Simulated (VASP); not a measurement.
## TaN: single point with PBEsol

Crystal: TaN.

```
Ta N
1.0
     3.03883    0.00000    0.00000
    -1.51942    2.63171    0.00000
     0.00000    0.00000    6.13206
Ta N
2 2
Direct
  0.33333 0.66667 0.03010
  0.66667 0.33333 0.53010
  0.33333 0.66667 0.35490
  0.66667 0.33333 0.85490
```

This cell differs from its parent crystal: volume 12.260 Å^3 an atom, c/a of the conventional cell 2.0179.

```yaml
Program: VASP 6.6.1
Task: single point
Functional: PBEsol
Potentials_or_basis: VASP PAW PBE potentials, release 64 (Ta_pv, N)
Cutoff: 520 eV
k_mesh: 18 × 18 × 8
Occupations: gaussian, width 0.15 eV
Spin: no spin polarisation
Dipole_correction: no
Further_INCAR_settings: ALGO = Normal; EDIFF = 1e-07; NBANDS = 24
```

```yaml
Pressure: 10.8 GPa
Largest_force: 0.829 eV/Å
Band_gap_on_the_k_mesh: zero (band 16 reaches 7.07 eV, above the bottom of band 17 at 6.75 eV)
```

Forces on the atoms (eV/Å):
```
Ta   0.000  0.000  0.829
Ta   0.000  0.000  0.829
N    0.000  0.000 -0.829
N    0.000  0.000 -0.829
```

Stress tensor (GPa, compression positive):
```
15.47  0.00  0.00
 0.00 15.47  0.00
 0.00  0.00  1.38
```

Levels at points of the mesh, in eV from the Fermi level:
```tsv
k point	band 13	band 14	band 15	band 16	band 17	band 18	band 19	band 20
(0.00, 0.00, 0.00)	-4.58	-4.58	-0.77	-0.54	0.32	0.32	2.37	2.37
(0.50, 0.00, 0.00)	-4.78	-3.71	-2.47	-0.44	1.11	2.31	3.03	4.00
(0.00, 0.00, 0.50)	-5.02	-5.02	0.19	0.19	1.12	1.12	1.12	1.12
(0.50, 0.00, 0.50)	-4.80	-4.80	-1.06	-1.06	1.51	1.51	3.84	3.84
```

Run time: 2 min on 1 thread of Intel(R) Xeon(R) Platinum 8488C (Sapphire Rapids) (shared host), peak memory 0.31 GiB.

Caveat: the PAW data sets were made with another functional, which shifts forces and pressure a little; spin-orbit coupling is left out, which moves the levels of the heavy elements.
